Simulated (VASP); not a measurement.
A run of VASP 6.6.1:

Contents of INCAR:

```
  ALGO = Normal
  EDIFF = 1E-6
  ENCUT = 520
  GGA = PS
  GGA_COMPAT = False
  ISIF = 2
  ISMEAR = -1
  LASPH = True
  LCHARG = False
  LNONCOLLINEAR = True
  LORBIT = 11
  LORBMOM = True
  LREAL = False
  LSORBIT = True
  LWAVE = False
  MAGMOM = 0 0 0 0 0 0
  NBANDS = 30
  NELM = 150
  PREC = Accurate
  SIGMA = 0.05
```

File KPOINTS:

```
k-points
0
Gamma
  11 11 11
```

The input POSCAR:

```
CdSe
1.0
    0.0000000000      2.8739580000      2.8739580000
    2.8739580000      0.0000000000      2.8739580000
    2.8739580000      2.8739580000      0.0000000000
Cd Se
1 1
Direct
    0.0000000000      0.0000000000      0.0000000000
    0.5000000000      0.5000000000      0.5000000000
```

Potentials or basis: VASP PAW PBE potentials, release 64 (Cd, Se).

Command:

```sh
$ cat potpaw_PBE.64/Cd/POTCAR potpaw_PBE.64/Se/POTCAR > POTCAR
$ mpirun -np 1 vasp_ncl > vasp.out
```

Hardware: 1 thread of Intel Xeon 8259CL, on a shared host.

Problem. Estimate the wall time of this run.

Solution. Wall time 4 min on 1 thread of Intel Xeon 8259CL, with other jobs on the host, peak memory 0.34 GiB. Counts: scf iterations 13, k points 56.
